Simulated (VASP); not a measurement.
# LiCl in VASP: further runs, part 2 of 3

VASP 6.6.1.

**4. Single point, PBEsol (strain +0.025 along x and y, +0.025 along z)**

Contents of INCAR:

```
SYSTEM = LiCl
PREC = Accurate
ENCUT = 520
EDIFF = 1E-6
ISMEAR = 0
SIGMA = 0.05
LREAL = .False.
LASPH = .True.
NELM = 60
ALGO = Normal
ISIF = 2
LWAVE = .False.
LCHARG = .False.
GGA = PS
NBANDS = 12
```

Contents of KPOINTS:

```
regular mesh
0
Gamma
  8 8 8
  0 0 0
```

Contents of POSCAR:

```
LiCl
1.0
    0.0000000000      2.6288790000      2.6288790000
    2.6288790000      0.0000000000      2.6288790000
    2.6288790000      2.6288790000      0.0000000000
Li Cl
1 1
Direct
    0.0000000000      0.0000000000      0.0000000000
    0.5000000000      0.5000000000      0.5000000000
```

Potentials or basis: VASP PAW PBE potentials, release 64 (Li_sv, Cl).

Run with:

```bash
> cat potpaw_PBE.64/Li_sv/POTCAR potpaw_PBE.64/Cl/POTCAR > POTCAR
> mpirun -np 1 vasp_std > vasp.out
```

OUTCAR:

```text
SYSTEM = LiCl
   PREC = Accurate
   ENCUT = 520
   EDIFF = 1E-6
   ISMEAR = 0
   LREAL = .False.
   LASPH = .True.
   NELM = 60
   ISIF = 2
   GGA = PS

 ion  position               nearest neighbor table
   1  0.000  0.000  0.000-   2 2.63   2 2.63   2 2.63   2 2.63   2 2.63   2 2.63
   2  0.500  0.500  0.500-   1 2.63   1 2.63   1 2.63   1 2.63   1 2.63   1 2.63

  LATTYP: Found a face centered cubic cell.
 ALAT       =     5.2577580000

  Lattice vectors:

 A1 = (   0.0000000000,   2.6288790000,   2.6288790000)
 A2 = (   2.6288790000,   0.0000000000,   2.6288790000)
 A3 = (   2.6288790000,   2.6288790000,   0.0000000000)

Analysis of symmetry for initial positions (statically):
=====================================================================
 Subroutine PRICEL returns:
 Original cell was already a primitive cell.

 Routine SETGRP: Setting up the symmetry group for a
 face centered cubic supercell.

 Subroutine GETGRP returns: Found 48 space group operations
 (whereof 48 operations were pure point group operations)
 out of a pool of 48 trial point group operations.

The static configuration has the point symmetry O_h .

Analysis of symmetry for dynamics (positions and initial velocities):
[... 178 lines left out ...]
     11      13.9908      0.00000
     12      13.9909      0.00000
[... 331 lines left out ...]
 k-point    24 :      -0.3750    0.2500    0.1250
  band No.  band energies     occupation
      1     -42.9488      2.00000
      2     -12.5581      2.00000
      3      -2.3192      2.00000
      4      -1.1729      2.00000
      5      -0.5154      2.00000
      6       7.8856      0.00000
      7       9.0970      0.00000
      8      10.2818      0.00000
      9      11.1314      0.00000
     10      15.0654      0.00000
     11      15.5591      0.00000
     12      17.7122      0.00000

 [... further k-points ...]

------------------------ aborting loop because EDIFF is reached ----------------------------------------

  FORCE on cell =-STRESS in cart. coord.  units (eV):
  Direction    XX          YY          ZZ          XY          YZ          ZX
  --------------------------------------------------------------------------------------
  -------------------------------------------------------------------------------------
  Total       -0.7187509     -0.7187509     -0.7187509      0.0000000      0.0000000      0.0000000
  in kB      -31.6918197    -31.6918197    -31.6918197      0.0000000      0.0000000      0.0000000
  external PRESSURE =     -31.6918197 kB  Pullay stress =       0.0000000 kB

 VOLUME and BASIS-vectors are now :
 -----------------------------------------------------------------------------
  energy-cutoff  :      520.00
  volume of cell :       36.34
      direct lattice vectors                 reciprocal lattice vectors
     0.000000000  2.628879000  2.628879000    -0.190195136  0.190195136  0.190195136
     2.628879000  0.000000000  2.628879000     0.190195136 -0.190195136  0.190195136
     2.628879000  2.628879000  0.000000000     0.190195136  0.190195136 -0.190195136

 POSITION                                       TOTAL-FORCE (eV/Angst)
 -----------------------------------------------------------------------------------
      0.00000      0.00000      0.00000        -0.000000     -0.000000      0.000000
      2.62888      2.62888      2.62888         0.000000      0.000000     -0.000000
 -----------------------------------------------------------------------------------
    total drift:                                0.000000      0.000000      0.000000

  FREE ENERGIE OF THE ION-ELECTRON SYSTEM (eV)
  ---------------------------------------------------
  free  energy   TOTEN  =        -7.5987409784 eV

  energy  without entropy=       -7.5987409784  energy(sigma->0) =       -7.59874098
```

OSZICAR:

```text
N       E                     dE             d eps       ncg     rms          rms(c)
DAV:   1     0.410836278635E+02    0.41084E+02   -0.40393E+03   696   0.772E+02
DAV:   2    -0.498014524608E+01   -0.46064E+02   -0.44124E+02   880   0.143E+02
DAV:   3    -0.759798048935E+01   -0.26178E+01   -0.26103E+01   936   0.353E+01
DAV:   4    -0.765925163124E+01   -0.61271E-01   -0.61252E-01   956   0.553E+00
DAV:   5    -0.766019314789E+01   -0.94152E-03   -0.94151E-03   940   0.603E-01    0.221E+00
DAV:   6    -0.759634141586E+01    0.63852E-01   -0.13341E-01   908   0.164E+00    0.148E+00
DAV:   7    -0.759620893202E+01    0.13248E-03   -0.37303E-02  1076   0.100E+00    0.754E-01
DAV:   8    -0.759871432437E+01   -0.25054E-02   -0.41740E-03   856   0.462E-01    0.122E-01
DAV:   9    -0.759870439105E+01    0.99333E-05   -0.21515E-04   904   0.101E-01    0.498E-02
DAV:  10    -0.759873902922E+01   -0.34638E-04   -0.80119E-05   816   0.595E-02    0.415E-02
DAV:  11    -0.759874090824E+01   -0.18790E-05   -0.12028E-05   912   0.214E-02    0.324E-03
DAV:  12    -0.759874097839E+01   -0.70149E-07   -0.23873E-07   512   0.418E-03
   1 F= -.75987410E+01 E0= -.75987410E+01  d E =-.182131E-14
```

It took 19 s on 1 thread of Intel Xeon 8259CL, shared host; peak memory 0.15 GiB.

Results:

```
Free energy            : -7.5987 eV
Band gap on the k mesh : 5.74 eV
```

Caveat: the cell differs from its parent crystal (strain +0.025 along x and y, +0.025 along z); the cutoff is under 1.25 times the usual one of these potentials, so pressure, stress and relaxed cells hold a basis-set (Pulay) error; the PAW data sets were made with another functional, which shifts forces and pressure a little.

**5. Single point, PBEsol (strain +0.050 along x and y, +0.050 along z)**

Contents of INCAR:

```
PREC = Accurate
ENCUT = 520
EDIFF = 1E-6
ISMEAR = 0
SIGMA = 0.05
LREAL = F
LASPH = T
NELM = 60
ALGO = Normal
ISIF = 2
LWAVE = F
LCHARG = F
GGA = PS
NBANDS = 12
```

Contents of KPOINTS:

```
regular mesh
0
Gamma
  8 8 8
```

Contents of POSCAR:

```
LiCl
1.0
    0.0000000000      2.6929980000      2.6929980000
    2.6929980000      0.0000000000      2.6929980000
    2.6929980000      2.6929980000      0.0000000000
Li Cl
1 1
Direct
    0.0000000000      0.0000000000      0.0000000000
    0.5000000000      0.5000000000      0.5000000000
```

Potentials or basis: VASP PAW PBE potentials, release 64 (Li_sv, Cl).

Run with:

```bash
> cat potpaw_PBE.64/Li_sv/POTCAR potpaw_PBE.64/Cl/POTCAR > POTCAR
> mpirun -np 1 vasp_std > vasp.out
```

OUTCAR:

```text
PREC = Accurate
   ENCUT = 520
   EDIFF = 1E-6
   ISMEAR = 0
   LREAL = F
   LASPH = T
   NELM = 60
   ISIF = 2
   GGA = PS

 ion  position               nearest neighbor table
   1  0.000  0.000  0.000-
   2  0.500  0.500  0.500-

  LATTYP: Found a face centered cubic cell.
 ALAT       =     5.3859960000

  Lattice vectors:

 A1 = (   0.0000000000,   2.6929980000,   2.6929980000)
 A2 = (   2.6929980000,   0.0000000000,   2.6929980000)
 A3 = (   2.6929980000,   2.6929980000,   0.0000000000)

Analysis of symmetry for initial positions (statically):
=====================================================================
 Subroutine PRICEL returns:
 Original cell was already a primitive cell.

 Routine SETGRP: Setting up the symmetry group for a
 face centered cubic supercell.

 Subroutine GETGRP returns: Found 48 space group operations
 (whereof 48 operations were pure point group operations)
 out of a pool of 48 trial point group operations.

The static configuration has the point symmetry O_h .

Analysis of symmetry for dynamics (positions and initial velocities):
=====================================================================
 Subroutine PRICEL returns:
 Original cell was already a primitive cell.

 Routine SETGRP: Setting up the symmetry group for a
 face centered cubic supercell.

 Subroutine GETGRP returns: Found 48 space group operations
 (whereof 48 operations were pure point group operations)
 out of a pool of 48 trial point group operations.

The dynamic configuration has the point symmetry O_h .

 Subroutine INISYM returns: Found 48 space group operations
 (whereof 48 operations are pure point group operations),
 and found     1 'primitive' translations

----------------------------------------------------------------------------------------

                                     Primitive cell

  volume of cell :      39.0605
[... 116 lines left out ...]
   AEXX    =    0.0000 exact exchange contribution
   IVDW    =     0    specifies the selected vdW correction
   LEPSILON=     F    determine dielectric tensor
   LRPA    =     F    only Hartree local field effects (RPA)
 non-spin polarized calculation
 Gauss-broadening in eV      SIGMA  =   0.05
  energy-cutoff  :      520.00
  volume of cell :       39.06
 maximum number of plane-waves:      1067
   NGX = 15   NGY = 15   NGZ = 15

 number of electron      10.0000000 magnetization

 number of electron       9.9999988 magnetization

 Free energy of the ion-electron system (eV)
  ---------------------------------------------------
  ext. energy  EPLUGINS =         0.00000000
  ---------------------------------------------------
  free energy    TOTEN  =        -7.53507481 eV

  energy without entropy =       -7.53507481  energy(sigma->0) =       -7.53507481

 E-fermi :  -0.1433     XC(G=0):  -8.2865

 val. band max:       -0.4641540728   @ k =   0.0000   0.0000   0.0000
 cond. band min:       4.9372160514   @ k =   0.0000   0.0000   0.0000
 fundamental gap:      5.4013701243
 Fermi energy:        -0.1433192388

 k-point     1 :       0.0000    0.0000    0.0000
  band No.  band energies     occupation
      1     -43.5832      2.00000
      2     -13.3982      2.00000
      3      -0.4642      2.00000
      4      -0.4642      2.00000
      5      -0.4642      2.00000
      6       4.9372      0.00000
      7      11.1903      0.00000
      8      11.1903      0.00000
      9      11.1903      0.00000
     10      13.1013      0.00000
     11      13.1013      0.00000
     12      13.1013      0.00000
[... 331 lines left out ...]
 k-point    24 :      -0.3750    0.2500    0.1250
  band No.  band energies     occupation
      1     -43.5816      2.00000
      2     -12.9131      2.00000
      3      -2.5445      2.00000
      4      -1.5021      2.00000
      5      -0.9226      2.00000
      6       7.2541      0.00000
      7       8.4900      0.00000
      8       9.6383      0.00000
      9      10.1975      0.00000
     10      14.2470      0.00000
     11      14.6539      0.00000
     12      16.8192      0.00000

 [... further k-points ...]

------------------------ aborting loop because EDIFF is reached ----------------------------------------

  FORCE on cell =-STRESS in cart. coord.  units (eV):
  Direction    XX          YY          ZZ          XY          YZ          ZX
  --------------------------------------------------------------------------------------
  -------------------------------------------------------------------------------------
  Total       -1.0767387     -1.0767387     -1.0767387     -0.0000000     -0.0000000      0.0000000
  in kB      -44.1654661    -44.1654661    -44.1654661     -0.0000000     -0.0000000      0.0000000
  external PRESSURE =     -44.1654661 kB  Pullay stress =       0.0000000 kB

 VOLUME and BASIS-vectors are now :
 -----------------------------------------------------------------------------
  energy-cutoff  :      520.00
  volume of cell :       39.06
      direct lattice vectors                 reciprocal lattice vectors
     0.000000000  2.692998000  2.692998000    -0.185666681  0.185666681  0.185666681
     2.692998000  0.000000000  2.692998000     0.185666681 -0.185666681  0.185666681
     2.692998000  2.692998000  0.000000000     0.185666681  0.185666681 -0.185666681

 POSITION                                       TOTAL-FORCE (eV/Angst)
 -----------------------------------------------------------------------------------
      0.00000      0.00000      0.00000         0.000000      0.000000      0.000000
      2.69300      2.69300      2.69300        -0.000000     -0.000000     -0.000000
 -----------------------------------------------------------------------------------
    total drift:                                0.000000      0.000000      0.000000

  FREE ENERGIE OF THE ION-ELECTRON SYSTEM (eV)
  ---------------------------------------------------
  free  energy   TOTEN  =        -7.5350748141 eV

  energy  without entropy=       -7.5350748141  energy(sigma->0) =       -7.53507481
```

OSZICAR:

```text
N       E                     dE             d eps       ncg     rms          rms(c)
DAV:   1     0.416459199101E+02    0.41646E+02   -0.39135E+03   696   0.747E+02
DAV:   2    -0.489830086385E+01   -0.46544E+02   -0.44700E+02   876   0.144E+02
DAV:   3    -0.753509419222E+01   -0.26368E+01   -0.26286E+01   920   0.352E+01
DAV:   4    -0.760530214762E+01   -0.70208E-01   -0.70190E-01  1004   0.562E+00
DAV:   5    -0.760590349540E+01   -0.60135E-03   -0.60134E-03   908   0.504E-01    0.217E+00
DAV:   6    -0.753406239564E+01    0.71841E-01   -0.16195E-01   896   0.174E+00    0.146E+00
DAV:   7    -0.753226839472E+01    0.17940E-02   -0.42059E-02  1096   0.102E+00    0.762E-01
DAV:   8    -0.753503630974E+01   -0.27679E-02   -0.51104E-03   820   0.501E-01    0.134E-01
DAV:   9    -0.753502452096E+01    0.11789E-04   -0.27216E-04   952   0.111E-01    0.605E-02
DAV:  10    -0.753507466572E+01   -0.50145E-04   -0.11748E-04   804   0.687E-02    0.497E-02
DAV:  11    -0.753507476785E+01   -0.10213E-06   -0.18159E-05   940   0.245E-02    0.399E-03
DAV:  12    -0.753507481406E+01   -0.46207E-07   -0.29867E-07   556   0.452E-03
   1 F= -.75350748E+01 E0= -.75350748E+01  d E =-.291310E-21
```

stdout:

```text
POSCAR found type information on POSCAR LiCl
 POSCAR found :  2 types and       2 ions
 scaLAPACK will be used
 -----------------------------------------------------------------------------
|                                                                             |
|                                                                             |
|     You enforced a specific xc type in the INCAR file but a different       |
|     I HOPE YOU KNOW WHAT YOU ARE DOING!                                     |
|                                                                             |
 -----------------------------------------------------------------------------

 LDA part: xc-table for (Slater+PW92), standard interpolation
 POSCAR, INCAR and KPOINTS ok, starting setup
 FFT: planning ... GRIDC
 FFT: planning ... GRID_SOFT
 FFT: planning ... GRID
 WAVECAR not read
 entering main loop
```

It took 20 s on 1 thread of Intel Xeon 8259CL, shared host; peak memory 0.15 GiB.

What came out:

| Item | Value |
| --- | --- |
| Free energy | -7.5351 eV |
| Band gap on the k mesh | 5.40 eV |

Caveat: the cell differs from its parent crystal (strain +0.050 along x and y, +0.050 along z); the cutoff is under 1.25 times the usual one of these potentials, so pressure, stress and relaxed cells hold a basis-set (Pulay) error; the PAW data sets were made with another functional, which shifts forces and pressure a little. A k mesh can miss the band edges.

(Continued in part 3 of 3.)
